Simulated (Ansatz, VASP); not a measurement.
## Two plane-wave programs on C

The input INCAR:

```
SYSTEM = C
PREC = Accurate ; ENCUT = 520
EDIFF = 1E-6 ; ISMEAR = 0
SIGMA = 0.1 ; LREAL = .False.
LASPH = .True. ; NELM = 100
ALGO = Normal ; ISIF = 2
LWAVE = .False. ; LCHARG = .False.
LDIPOL = .True. ; IDIPOL = 3
DIPOL = 0.5 0.5 0.356 ; GGA = PE
IVDW = 12 ; NBANDS = 16
```

File KPOINTS:

```
regular mesh
0
Gamma
  15 15 1
  0 0 0
```

POSCAR

```
C
1.0
    2.4656524409      0.0000000000      0.0000000000
   -1.2328262205      2.1353176508      0.0000000000
    0.0000000000      0.0000000000     17.5000663883
C
4
Direct
    0.6666666667      0.3333333333      0.2571437784
    0.3333333333      0.6666666667      0.2571418816
    0.6666666667      0.5000000000      0.4548592109
    1.0000000000      0.1666666667      0.4548573141
```

Input for Ansatz:

```yaml
crystal:
  lattice:
    - [2.4656524409, 0.0, 0.0]
    - [-1.2328262205, 2.1353176508, 0.0]
    - [0.0, 0.0, 17.5000663883]
  atoms:
    - { symbol: C, position: [0.6666666667, 0.3333333333, 0.2571437784] }
    - { symbol: C, position: [0.3333333333, 0.6666666667, 0.2571418816] }
    - { symbol: C, position: [0.6666666667, 0.5, 0.4548592109] }
    - { symbol: C, position: [1.0, 0.1666666667, 0.4548573141] }
basis:
  ecutwfc: 420
kpoints:
  mp_grid: { grid: [15, 15, 1] }
hamiltonian:
  xc: pbe
  pseudopotentials: { kind: paw, azcp: { folder: soft_1 } }
  dispersion: d3bj
scf:
  occupations: { method: gaussian, width: 0.1 }
output:
  forces: true
  eigenvalues: true
efield:
  axis: 3
  dipole_correction: true
  ramp_width: 0.04
```

Alike in both runs: task single point; functional PBE; dispersion D3(BJ); k mesh 15 × 15 × 1; occupations gaussian, width 0.1 eV; no spin polarisation.

|  | VASP | Ansatz |
| --- | --- | --- |
| version | VASP 6.6.1 | Ansatz 0.2.0 |
| potentials or method | VASP PAW PBE potentials, release 64 (C), cutoff 520 eV | scalar-relativistic, plane waves, PAW |
| valence electrons in the cell | 16 | 16 |

|  | VASP | Ansatz | Ansatz less VASP |
| --- | --- | --- | --- |
| gap on the k mesh at the Fermi level (eV) | 0.19 | 0.19 | 0.000 |
| least direct gap on the mesh (eV) | 0.19 | 0.19 | 0.000 |
| rms of the force components (eV/Å) | 0.005 | 0.005 | 0.0000 |

Atom by atom the forces differ by 0.000 eV/Å (rms over components).
